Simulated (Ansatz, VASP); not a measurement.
This is a calculation of As for Ansatz 0.2.0.

File input.yaml:

```yaml
crystal:
  lattice:
    - [2.7036817444, 0.0, 0.0]
    - [0.0, 2.7036817444, 0.0]
    - [0.0, 0.0, 2.7036817444]
  atoms:
    - { symbol: As, position: [0.5, 0.5, 0.5] }
kpoints:
  mp_grid: { grid: [10, 10, 10] }
scf:
  occupations: { method: gaussian, width: 0.05 }
hamiltonian:
  xc: rpbe
  pseudopotentials: { kind: all_electron, lapw: { basis_error: 0.001 } }
output:
  forces: true
  stress: true
  eigenvalues: true
```

Potentials or basis: all-electron LAPW, scalar-relativistic.

Launch:

```sh
$ ansatz run input.yaml --threads 1 --pin off --max-ram 3072MiB --backend cpu --events-out ev --progress --plain --runs-dir out
```

**Question.** Set up the same calculation for VASP 6.6.1. Potentials there: VASP PAW PBE potentials, release 64 (As).

**Answer.** As run (the cutoff follows the program's own potentials):

INCAR

```
SYSTEM = As
  ALGO = Normal
  EDIFF = 1E-6
  ENCUT = 500
  GGA = RP
  GGA_COMPAT = .FALSE.
  ISIF = 2
  ISMEAR = 0
  LASPH = .TRUE.
  LCHARG = .FALSE.
  LREAL = .FALSE.
  LWAVE = .FALSE.
  NBANDS = 8
  NELM = 120
  PREC = Accurate
  SIGMA = 0.05
```

KPOINTS

```
k-points
0
G
  10 10 10
  0 0 0
```

The input POSCAR:

```
As
1.0
    2.7036817444      0.0000000000      0.0000000000
    0.0000000000      2.7036817444      0.0000000000
    0.0000000000      0.0000000000      2.7036817444
As
1
Direct
    0.5000000000      0.5000000000      0.5000000000
```

Potentials or basis: VASP PAW PBE potentials, release 64 (As).

Run with:

```console
$ cat potpaw_PBE.64/As/POTCAR > POTCAR
$ mpirun -np 1 vasp_std > vasp.out
```

Both were run:

|  | VASP | Ansatz | Ansatz less VASP |
| --- | --- | --- | --- |
| gap on the k mesh at the Fermi level (eV) | none | none | - |
| pressure (GPa) | 4.0 | 3.9 | -0.13 |

VASP's potentials were made for PBE, not for RPBE. A gap of «none» marks a metal or a gap that the smearing closes. Ansatz ran all-electron here, and VASP with PAW potentials.
